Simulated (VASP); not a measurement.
A run of VASP 6.6.1 is set up as follows.

The input INCAR:

```
  PREC = Accurate
  ENCUT = 600
  EDIFF = 1E-6
  ISMEAR = 0
  SIGMA = 0.1
  LREAL = F
  LASPH = T
  NELM = 60
  ALGO = Normal
  ISIF = 3
  LWAVE = F
  LCHARG = F
  GGA = PE
  IBRION = 2
  NSW = 100
  EDIFFG = -0.01
```

File KPOINTS:

```
Automatic mesh
0
Gamma
  8 8 8
```

File POSCAR:

```
Y3AlN4
1.0
    4.7821707429      0.0000000000      0.0000000000
    0.0000000000      4.7821707429      0.0000000000
    0.0000000000      0.0000000000      4.7821707429
Y Al N
3 1 4
Direct
    0.0000000000      0.0000000000      0.5000000000
    0.5000000000      0.0000000000      0.0000000000
    0.0000000000      0.5000000000      0.0000000000
    0.5000000000      0.5000000000      0.5000000000
    0.5000000000      0.5000000000      0.0000000000
    0.0000000000      0.5000000000      0.5000000000
    0.5000000000      0.0000000000      0.5000000000
    0.0000000000      0.0000000000      0.0000000000
```

Potentials or basis: VASP PAW PBE potentials, release 64 (Y_sv, Al, N).

The run is started by

```bash
$ cat potpaw_PBE.64/Y_sv/POTCAR potpaw_PBE.64/Al/POTCAR potpaw_PBE.64/N/POTCAR > POTCAR
$ mpirun -np 1 vasp_std > vasp.out
```

**Question.** Estimate the space group after relaxing (to 0.05 Å).

**Answer.** Pm-3m (No. 221).

**Question.** Predict the relaxed volume.

**Answer.** 13.63 Å³/atom.

**Question.** Estimate the relaxed cell.

**Answer.** a = 4.777 Å, b = 4.777 Å, c = 4.777 Å, α = 90.00°, β = 90.00°, γ = 90.00°.

Final structure:
```
Y Al N
1.0
     4.77736    0.00000    0.00000
     0.00000    4.77736    0.00000
     0.00000    0.00000    4.77736
Y Al N
3 1 4
Direct
  0.00000 0.00000 0.50000
  0.50000 0.00000 0.00000
  0.00000 0.50000 0.00000
  0.50000 0.50000 0.50000
  0.50000 0.50000 0.00000
  0.00000 0.50000 0.50000
  0.50000 0.00000 0.50000
  0.00000 0.00000 0.00000
```
